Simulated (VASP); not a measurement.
A run of VASP 6.6.1 is set up as follows.

File INCAR:

```
PREC = Accurate
ENCUT = 520
EDIFF = 1E-6
ISMEAR = 0
SIGMA = 0.15
LREAL = False
LASPH = True
NELM = 60
ALGO = Fast
ISIF = 2
LWAVE = False
LCHARG = False
GGA = PE
NBANDS = 42
```

Contents of KPOINTS:

```
regular mesh
0
Gamma
  18 18 4
```

Contents of POSCAR:

```
Au
1.0
    2.0455000000     -2.0455000000      0.0000000000
    2.0455000000      0.0000000000     -2.0455000000
    9.8867197000      7.3296401500      7.3296401500
Au
6
Direct
    0.6319486117      0.6319486117      0.0833166667
   -0.3819680550     -0.3819680550      0.9166500000
    0.2291652783      0.2291652783      0.2499833333
    0.4235986117      0.4235986117      0.5833166667
   -0.1736180550     -0.1736180550      0.4166500000
    0.0208152783      0.0208152783      0.7499833333
```

Potentials or basis: VASP PAW PBE potentials, release 64 (Au).

Run with:

```bash
$ cat potpaw_PBE.64/Au/POTCAR > POTCAR
$ mpirun -np 1 vasp_std > vasp.out
```

Problem. Predict the largest force.

Solution. 3.478 eV/Å.

Problem. Estimate the band gap on the k mesh.

Solution. Zero (bands 33 and 34 overlap by 4.83 eV).

Problem. Predict the pressure.

Solution. 11.7 GPa.

Stress tensor (GPa, compression positive):
```
14.26  5.27  5.27
 5.27 10.36  3.67
 5.27  3.67 10.36
```

Caveat: the cell differs from its parent crystal (the part above a cut slid along it); the cell stands under pressure; spin-orbit coupling is left out, which moves the levels of the heavy elements; forces of over 1 eV/Å act on the atoms, so gaps and moduli don't describe the material at rest.
